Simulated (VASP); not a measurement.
A run of VASP 6.6.1 is set up as follows.

Contents of INCAR:

```
ALGO = Normal
EDIFF = 1E-6
ENCUT = 520
ISIF = 2
ISMEAR = 0
LASPH = True
LCHARG = False
LREAL = False
LWAVE = False
NBANDS = 35
NELM = 60
PREC = Accurate
SIGMA = 0.01
```

File KPOINTS:

```
k-points
0
Gamma
  10 10 2
```

The input POSCAR:

```
WSe2
1.0
    3.2499274452      0.0000000283      0.0000000000
   -1.6249637471      2.8145197139      0.0000000000
    0.0000000000      0.0000000000     12.8261226111
W Se
2 4
Direct
    0.6666666667      0.3333333333      0.7500000000
    0.3333333333      0.6666666667      0.2500000000
    0.3333333333      0.6666666667      0.8799483175
    0.6666666667      0.3333333333      0.3799483175
    0.3333333333      0.6666666667      0.6200516825
    0.6666666667      0.3333333333      0.1200516825
```

Potentials or basis: VASP PAW LDA potentials, release 64 (W_sv, Se).

Launch:

```sh
$ cat potpaw_LDA.64/W_sv/POTCAR potpaw_LDA.64/Se/POTCAR > POTCAR
$ mpirun -np 1 vasp_std > vasp.out
```

(1) What does it give for the largest force?

(2) Predict the band gap on the k mesh.

Results:

(1) 0.103 eV/Å.

(2) 0.89 eV (least direct gap 1.87 eV).

Caveat: spin-orbit coupling is left out, which moves the levels of the heavy elements.
